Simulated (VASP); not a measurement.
# KLi (P6_3/mmc) in VASP: single point with PBE

Aim: the single point of KLi with PBE.

Program: VASP 6.6.1. These are calculated values, not measurements. Logs are shortened: lines on timing, memory, paths and dates and some standing lists are left out, and cuts for length are marked.

**1. The cell of the first run**

The structure is hexagonal, space group P6_3/mmc (No. 194). The conventional cell has a = 4.142 Å, b = 4.142 Å, c = 12.047 Å, α = 90.00°, β = 90.00°, γ = 120.00°. Within 5.0 Å of K (site symmetry -6m2) lie 6 Li at 3.85 Å and 6 K at 4.14 Å. Within 5.0 Å of Li (site symmetry -3m) lie 6 K at 3.85 Å and 6 Li at 4.14 Å.

The cell was generated, and may not be a known phase.

**2. Single point, PBE**

The input, INCAR:

```
  ALGO = Normal
  EDIFF = 1E-6
  ENCUT = 520
  GGA = PE
  ISIF = 2
  ISMEAR = 0
  LASPH = True
  LCHARG = False
  LREAL = False
  LWAVE = False
  NBANDS = 20
  NELM = 80
  PREC = Accurate
  SIGMA = 0.1
```

The input, KPOINTS:

```
k-points
0
Gamma
  6 6 2
```

The input, POSCAR:

```
KLi
1.0
    4.1415458200      0.0000000000      0.0000000000
   -2.0707729100      3.5866838900      0.0000000000
    0.0000000000      0.0000000000     12.0473349300
K Li
2 2
Direct
    0.3333333300      0.6666666700      0.2500000000
    0.6666666700      0.3333333300      0.7500000000
    0.0000000000      0.0000000000      0.0000000000
    0.0000000000      0.0000000000      0.5000000000
```

Potentials or basis: VASP PAW PBE potentials, release 64 (K_sv, Li_sv).

Started as:

```bash
> cat potpaw_PBE.64/K_sv/POTCAR potpaw_PBE.64/Li_sv/POTCAR > POTCAR
> mpirun -np 1 vasp_std > vasp.out
```

OUTCAR:

```text
EDIFF = 1E-6
   ENCUT = 520
   GGA = PE
   ISIF = 2
   ISMEAR = 0
   LASPH = True
   LREAL = False
   NELM = 80
   PREC = Accurate

 ion  position               nearest neighbor table
   1  0.333  0.667  0.250-
   2  0.667  0.333  0.750-
   3  0.000  0.000  0.000-
   4  0.000  0.000  0.500-

  LATTYP: Found a hexagonal cell.
 ALAT       =     4.1415458200
 C/A-ratio  =     2.9088981394

  Lattice vectors:

 A1 = (   4.1415458200,   0.0000000000,   0.0000000000)
 A2 = (  -2.0707729100,   3.5866838900,   0.0000000000)
 A3 = (   0.0000000000,   0.0000000000,  12.0473349300)

Analysis of symmetry for initial positions (statically):
=====================================================================
 Subroutine PRICEL returns:
 Original cell was already a primitive cell.

 Routine SETGRP: Setting up the symmetry group for a
 hexagonal supercell.

 Subroutine GETGRP returns: Found 24 space group operations
 (whereof 12 operations were pure point group operations)
 out of a pool of 24 trial point group operations.

The static configuration has the point symmetry D_3d.
 The point group associated with its full space group is D_6h.

Analysis of symmetry for dynamics (positions and initial velocities):
=====================================================================
 Subroutine PRICEL returns:
 Original cell was already a primitive cell.

 Routine SETGRP: Setting up the symmetry group for a
 hexagonal supercell.

 Subroutine GETGRP returns: Found 24 space group operations
 (whereof 12 operations were pure point group operations)
 out of a pool of 24 trial point group operations.

The dynamic configuration has the point symmetry D_3d.
 The point group associated with its full space group is D_6h.

 Subroutine INISYM returns: Found 24 space group operations
 (whereof 12 operations are pure point group operations),
 and found     1 'primitive' translations

----------------------------------------------------------------------------------------

                                     Primitive cell

  volume of cell :     178.9561

  direct lattice vectors                    reciprocal lattice vectors
     4.141545820  0.000000000  0.000000000     0.241455737  0.139404535  0.000000000
    -2.070772910  3.586683890  0.000000000     0.000000000  0.278809070  0.000000000
     0.000000000  0.000000000 12.047334930     0.000000000  0.000000000  0.083005910

  length of vectors
     4.141545820  4.141545819 12.047334930     0.278809070  0.278809070  0.083005910

  position of ions in fractional coordinates (direct lattice)
     0.333333330  0.666666670  0.250000000
     0.666666670  0.333333330  0.750000000
     0.000000000  0.000000000  0.000000000
     0.000000000  0.000000000  0.500000000

  ion indices of the primitive-cell ions
   primitive index   ion index
                 1           1
                 2           2
                 3           3
                 4           4

----------------------------------------------------------------------------------------

 KPOINTS: k-points

Automatic generation of k-mesh.
 Grid dimensions read from file:
 generate k-points for:    6    6    2

 Generating k-lattice:

  Cartesian coordinates                     Fractional coordinates (reciprocal lattice)
     0.040242623  0.023234089  0.000000000     0.166666667  0.000000000  0.000000000
     0.000000000  0.046468178  0.000000000     0.000000000  0.166666667  0.000000000
     0.000000000  0.000000000  0.041502955     0.000000000  0.000000000  0.500000000

  Length of vectors
     0.046468178  0.046468178  0.041502955

  Shift w.r.t. Gamma in fractional coordinates (k-lattice)
     0.000000000  0.000000000  0.000000000

 Subroutine IBZKPT returns following result:
 ===========================================

 Found     14 irreducible k-points:

 Following reciprocal coordinates:
            Coordinates               Weight
  0.000000  0.000000  0.000000      1.000000
  0.166667 -0.000000  0.000000      6.000000
  0.333333  0.000000  0.000000      6.000000
  0.500000  0.000000  0.000000      3.000000
  0.166667  0.166667  0.000000      6.000000
  0.333333  0.166667  0.000000     12.000000
  0.333333  0.333333  0.000000      2.000000
  0.000000  0.000000  0.500000      1.000000
  0.166667 -0.000000  0.500000      6.000000
  0.333333  0.000000  0.500000      6.000000
  0.500000  0.000000  0.500000      3.000000
  0.166667  0.166667  0.500000      6.000000
  0.333333  0.166667  0.500000     12.000000
  0.333333  0.333333  0.500000      2.000000
   k-points           NKPTS =     14   k-points in BZ     NKDIM =     14   number of bands    NBANDS=     20
   number of dos      NEDOS =    301   number of ions     NIONS =      4
   total plane-waves  NPLWV =  92160
   dimension x,y,z NGX =    32 NGY =   32 NGZ =   90
   dimension x,y,z NGXF=    64 NGYF=   64 NGZF=  180
   ions per type =               2   2
   NGX,Y,Z   is equivalent  to a cutoff of  12.85, 12.85, 12.42 a.u.
   NGXF,Y,Z  is equivalent  to a cutoff of  25.69, 25.69, 24.84 a.u.
 SYSTEM =  unknown system
   PREC   = accura    normal or accurate (medium, high low for compatibility)
   ISTART =      0    job   : 0-new  1-cont  2-samecut
   ICHARG =      2    charge: 1-file 2-atom 10-const
   ISPIN  =      1    spin polarized calculation?
   LNONCOLLINEAR =      F non collinear calculations
   LSORBIT =      F    spin-orbit coupling
   LASPH  =      T    aspherical Exc in radial PAW
   ENCUT  =  520.0 eV  38.22 Ry    6.18 a.u.   7.70  7.70 22.40*2*pi/ulx,y,z
   NELM   =     80;   NELMIN=  2; NELMDL= -5     # of ELM steps
   EDIFF  = 0.1E-05   stopping-criterion for ELM
   LREAL  =      F    real-space projection
   EDIFFG = 0.1E-04   stopping-criterion for IOM
   NSW    =      0    number of steps for IOM
   IBRION =     -1    ionic relax: 0-MD 1-quasi-New 2-CG
   NFREE  =      0    steps in history (QN), initial steepest desc. (CG)
   ISIF   =      2    stress and relaxation
   ISYM   =      2    0-nonsym 1-usesym 2-fastsym
   POTIM  = 0.5000    time-step for ionic-motion
   TEBEG  =    0.0;   TEEND  =   0.0 temperature during run
   PSTRESS=    0.0 pullay stress
   NELECT =      24.0000    total number of electrons
   NUPDOWN=      -1.0000    fix difference up-down
   EMIN   =  10.00;   EMAX   =-10.00  energy-range for DOS
   EFERMI =   0.00;   METHOD = LEGACY
   ISMEAR =     0;   SIGMA  =   0.10  broadening in eV -4-tet -1-fermi 0-gaus
   EFERMI_NEDOS =   21; number of points for ismear=-14 and -15
   IALGO  =     38    algorithm
   IMIX   =      4    mixing-type and parameters
     AMIX     =   0.40;   BMIX     =  1.00
     AMIX_MAG =   1.60;   BMIX_MAG =  1.00
  volume/ion in A,a.u.               =      44.74       301.91
  Fermi-wavevector in a.u.,A,eV,Ry     =   0.837972  1.583538  9.553981  0.702198
  Thomas-Fermi vector in A             =   1.951950
   LORBIT       =      0    0 simple, 1 ext, 2 COOP (PROOUT), +10 PAW based schemes
   GGA     = PE    functional components
   LHFCALC =     F    Hartree Fock is set to
   AEXX    =    0.0000 exact exchange contribution
   IVDW    =     0    specifies the selected vdW correction
   LEPSILON=     F    determine dielectric tensor
   LRPA    =     F    only Hartree local field effects (RPA)
 non-spin polarized calculation
 Gauss-broadening in eV      SIGMA  =   0.10
  energy-cutoff  :      520.00
  volume of cell :      178.96
 maximum number of plane-waves:      4856
 NGX is ok and might be reduce to    32
   NGX = 15   NGY = 15   NGZ = 45

 number of electron      23.9999988 magnetization

 Free energy of the ion-electron system (eV)
  ---------------------------------------------------
  ext. energy  EPLUGINS =         0.00000000
  ---------------------------------------------------
  free energy    TOTEN  =        -5.04965625 eV

  energy without entropy =       -5.03616836  energy(sigma->0) =       -5.04291231

 E-fermi :   0.0199     XC(G=0):  -6.2025

 val. band max:       -0.0291239574   @ k =   0.5000   0.0000   0.0000
 cond. band min:       0.1527387675   @ k =   0.5000   0.0000   0.5000
 fundamental gap:      0.1818627249
 Fermi energy:         0.0199434922

 k-point     1 :       0.0000    0.0000    0.0000
  band No.  band energies     occupation
      1     -47.7451      2.00000
      2     -47.7451      2.00000
      3     -31.6761      2.00000
      4     -31.6761      2.00000
      5     -15.1491      2.00000
      6     -15.1466      2.00000
[... 12 lines left out ...]
     19       4.9549      0.00000
     20       4.9549      0.00000

 k-point     2 :       0.1667   -0.0000    0.0000
  band No.  band energies     occupation
      1     -47.7451      2.00000
      2     -47.7450      2.00000
      3     -31.6725      2.00000
      4     -31.6725      2.00000
      5     -15.1519      2.00000
      6     -15.1518      2.00000
[... 12 lines left out ...]
     19       4.5040      0.00000
     20       4.9281      0.00000

 k-point     3 :       0.3333    0.0000    0.0000
  band No.  band energies     occupation
      1     -47.7449      2.00000
      2     -47.7449      2.00000
      3     -31.6653      2.00000
      4     -31.6653      2.00000
      5     -15.2428      2.00000
      6     -15.2428      2.00000
[... 12 lines left out ...]
     19       4.0265      0.00000
     20       4.5284      0.00000

 k-point     4 :       0.5000    0.0000    0.0000
  band No.  band energies     occupation
      1     -47.7449      2.00000
      2     -47.7449      2.00000
      3     -31.6617      2.00000
      4     -31.6617      2.00000
      5     -15.2873      2.00000
      6     -15.2873      2.00000
[... 199 lines left out ...]
 k-point    13 :       0.3333    0.1667    0.5000
  band No.  band energies     occupation
      1     -47.7449      2.00000
      2     -47.7449      2.00000
      3     -31.6617      2.00000
      4     -31.6617      2.00000
      5     -15.2640      2.00000
      6     -15.2640      2.00000
[... 12 lines left out ...]
     19       3.3706      0.00000
     20       3.3706      0.00000

 k-point    14 :       0.3333    0.3333    0.5000
  band No.  band energies     occupation
      1     -47.7449      2.00000
      2     -47.7449      2.00000
      3     -31.6599      2.00000
      4     -31.6599      2.00000
      5     -15.2329      2.00000
      6     -15.2329      2.00000
[... 12 lines left out ...]
     19       3.2296      0.00000
     20       3.2296      0.00000

------------------------ aborting loop because EDIFF is reached ----------------------------------------

  FORCE on cell =-STRESS in cart. coord.  units (eV):
  Direction    XX          YY          ZZ          XY          YZ          ZX
  --------------------------------------------------------------------------------------
  -------------------------------------------------------------------------------------
  Total       -0.0168745     -0.0168745      0.4384554      0.0000000      0.0000000      0.0000000
  in kB       -0.1510755     -0.1510755      3.9254501      0.0000000      0.0000000      0.0000000
  external PRESSURE =       1.2077664 kB  Pullay stress =       0.0000000 kB

 VOLUME and BASIS-vectors are now :
 -----------------------------------------------------------------------------
  energy-cutoff  :      520.00
  volume of cell :      178.96
      direct lattice vectors                 reciprocal lattice vectors
     4.141545820  0.000000000  0.000000000     0.241455737  0.139404535  0.000000000
    -2.070772910  3.586683890  0.000000000     0.000000000  0.278809070  0.000000000
     0.000000000  0.000000000 12.047334930     0.000000000  0.000000000  0.083005910

 POSITION                                       TOTAL-FORCE (eV/Angst)
 -----------------------------------------------------------------------------------
     -0.00000      2.39112      3.01183         0.000000     -0.000000      0.000000
      2.07077      1.19556      9.03550        -0.000000      0.000000      0.000000
      0.00000      0.00000      0.00000         0.000000      0.000000      0.000000
      0.00000      0.00000      6.02367         0.000000      0.000000      0.000000
 -----------------------------------------------------------------------------------
    total drift:                               -0.000008      0.000005      0.000000

  FREE ENERGIE OF THE ION-ELECTRON SYSTEM (eV)
  ---------------------------------------------------
  free  energy   TOTEN  =        -5.0496562532 eV

  energy  without entropy=       -5.0361683644  energy(sigma->0) =       -5.04291231
```

Wall time 74 s (1 thread of Intel Xeon 8259CL, shared host); peak memory 0.29 GiB.

What came out:

```yaml
Free_energy: -5.0497 eV
Band_gap_on_the_k_mesh: zero (bands 12 and 13 overlap by 2.55 eV)
```

Caveat: the cutoff is under 1.25 times the usual one of these potentials, so pressure, stress and relaxed cells hold a basis-set (Pulay) error.

The gap in the log of VASP goes by the Fermi energy; the results here count the filled bands.